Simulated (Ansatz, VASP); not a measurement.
ZnO in VASP and in Ansatz

File INCAR:

```
SYSTEM = ZnO
  PREC = Accurate
  ENCUT = 600
  EDIFF = 1E-6
  ISMEAR = -1
  SIGMA = 0.08
  LREAL = .False.
  LASPH = .True.
  NELM = 60
  ALGO = Normal
  ISIF = 3
  LWAVE = .False.
  LCHARG = .False.
  GGA = PE
  IBRION = 2
  NSW = 100
  EDIFFG = -0.005
```

File KPOINTS:

```
Automatic mesh
0
Gamma
  12 12 7
  0 0 0
```

File POSCAR:

```
ZnO
1.0
    3.1588556782      0.0000000000      0.0000000000
   -1.5794278391      2.7356492642      0.0000000000
    0.0000000000      0.0000000000      5.1489347554
Zn O
2 2
Direct
    0.3333333333      0.6666666667      0.0000000000
    0.6666666667      0.3333333333      0.5000000000
    0.3333333333      0.6666666667      0.3760000000
    0.6666666667      0.3333333333      0.8760000000
```

Input for Ansatz:

```yaml
crystal:
  lattice:
    - [3.1588556782, 0.0, 0.0]
    - [-1.5794278391, 2.7356492642, 0.0]
    - [0.0, 0.0, 5.1489347554]
  atoms:
    - { symbol: Zn, position: [0.3333333333, 0.6666666667, 0.0] }
    - { symbol: Zn, position: [0.6666666667, 0.3333333333, 0.5] }
    - { symbol: O, position: [0.3333333333, 0.6666666667, 0.376] }
    - { symbol: O, position: [0.6666666667, 0.3333333333, 0.876] }
kpoints:
  mp_grid: { grid: [12, 12, 7] }
scf:
  occupations: { method: fermi_dirac, width: 0.08 }
hamiltonian:
  xc: pbe
  pseudopotentials: { kind: paw }
output:
  forces: true
  stress: true
relax:
  f_tol: 0.005
  max_steps: 80
  cell: {}
```

Alike in both runs: task relaxation of cell and atoms; functional PBE; k mesh 12 × 12 × 7; occupations fermi-dirac, width 0.08 eV; no spin polarisation.

|  | VASP | Ansatz |
| --- | --- | --- |
| version | VASP 6.6.1 | Ansatz 0.2.0 |
| potentials or method | VASP PAW PBE potentials, release 64 (Zn, O) | PAW with Ansatz's default frozen-core files, scalar-relativistic |
| plane-wave cutoff (eV) | 600 | 420 |
| valence electrons in the cell | 36 | 36 |

|  | VASP | Ansatz | Ansatz less VASP |
| --- | --- | --- | --- |
| relaxed volume (Å³/atom) | 12.40 | 12.33 | -0.075 |
| relaxed length of the cell vector where the two differ most in proportion (Å) | 3.286 | 3.279 | -0.0069 |
